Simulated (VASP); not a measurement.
Crystal: TiTe.

```
CELL_PARAMETERS angstrom
0.00000 3.05007 3.05007
3.05007 0.00000 3.05007
3.05007 3.05007 0.00000
ATOMIC_POSITIONS crystal
Ti 0.50000 0.50000 0.50000
Te 0.00000 0.00000 0.00000
```

- Program: VASP 6.6.1
- Task: relaxation of cell and atoms
- Functional: RPBE
- Potentials or basis: VASP PAW PBE potentials, release 64 (Ti_sv, Te)
- Cutoff: 600 eV
- k mesh: 8 × 8 × 8
- Occupations: fermi-dirac, width 0.05 eV
- Spin: no spin polarisation

At the start: pressure -9.1 GPa; volume 28.37 Å³/atom.

**Question.** How do energy, volume and symmetry change on relaxing?

**Answer.** Over 3 steps the energy falls by 176.0 meV/atom and the volume is 23.22 Å³/atom (-18.2 %); space group Fm-3m (No. 225, to 0.05 Å).

Step by step:
```
step  energy change (eV)  largest force (eV/Å)  pressure (GPa)  volume (Å³)
   1              0.0000                0.0000           -9.06        56.75
   2             -0.3340                0.0000            3.30        44.56
   3             -0.3520                0.0000            0.01        46.43
```

Final structure:
```
Ti Te
1.0
     0.00000    2.85273    2.85273
     2.85273    0.00000    2.85273
     2.85273    2.85273    0.00000
Ti Te
1 1
Cartesian
  2.8527 2.8527 2.8527
  0.0000 0.0000 0.0000
```

Caveat: the volume moved by over 15 % at a fixed basis, so the end points are rough; the PAW data sets were made with another functional, which shifts forces and pressure a little.
